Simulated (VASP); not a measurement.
Here is a VASP 6.6.1 calculation.

The input INCAR:

```
SYSTEM = SiC
ALGO = Normal
EDIFF = 1E-6
ENCUT = 600
GGA = CA
GGA_COMPAT = .False.
ISIF = 2
ISMEAR = 0
LASPH = .True.
LCHARG = .False.
LREAL = .False.
LWAVE = .False.
NBANDS = 11
NELM = 120
PREC = Accurate
SIGMA = 0.01
```

Contents of KPOINTS:

```
k-points
0
Gamma
  10 10 10
  0 0 0
```

Contents of POSCAR:

```
SiC
1.0
    0.0000000000      2.1800000000      2.1800000000
    2.1800000000      0.0000000000      2.1800000000
    2.1800000000      2.1800000000      0.0000000000
Si C
1 1
Direct
    0.0000000000      0.0000000000      0.0000000000
    0.2500000000      0.2500000000      0.2500000000
```

Potentials or basis: VASP PAW LDA potentials, release 64 (Si, C).

Launch:

```console
$ cat potpaw_LDA.64/Si/POTCAR potpaw_LDA.64/C/POTCAR > POTCAR
$ mpirun -np 1 vasp_std > vasp.out
```

Q: Predict the pressure.

A: -4.5 GPa.

Q: What does it give for the band gap on the k mesh?

A: 1.31 eV, indirect (least direct gap 4.50 eV).

A k mesh can miss the band edges. Expect the measured gap to be larger: semilocal functionals such as LDA lack the derivative discontinuity.
